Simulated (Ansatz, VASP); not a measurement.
# One calculation of MnPt, two programs

```xyz
4
Lattice="0.0000 2.7618 -3.5662 0.0000 2.7618 3.5662 2.7618 0.0000 0.0000" Properties=species:S:1:pos:R:3 pbc="T T T"
Mn    0.0000    0.0000    0.0000
Mn    0.0000    2.7618    0.0000
Pt    1.3809    1.3809    1.7831
Pt    1.3809    4.1427    1.7831
```

Alike in both runs: task single point; functional LDA; k mesh 8 × 8 × 12; occupations gaussian, width 0.05 eV; collinear spin.

```csv
,VASP,Ansatz
version,VASP 6.6.1,Ansatz 0.2.0
potentials or method,"VASP PAW LDA potentials, release 64 (Mn_pv, Pt), cutoff 520 eV","scalar-relativistic, plane waves, PAW"
valence electrons in the cell,46,66
```

Ansatz gave:

- gap on the k mesh at the Fermi level (eV): none
- pressure (GPa): -0.4
- net moment per atom (μB): 1.80
- size of the moment on the site where the two differ most (μB): 3.20

Task: Which values does VASP return?

Result: gap on the k mesh at the Fermi level (eV): none; pressure (GPa): -1.8; net moment per atom (μB): 1.73; size of the moment on the site where the two differ most (μB): 3.08.

LDA's correlation is that of Perdew and Zunger in VASP and of Perdew and Wang (1992) in Ansatz. Site moments also hang on the region over which each program counts them. A gap of «none» marks a metal or a gap that the smearing closes. VASP's potentials hold 46 valence electrons a cell and Ansatz's 66, so a difference there can come from the potentials and not from the codes.

Neither program's run includes spin-orbit coupling.
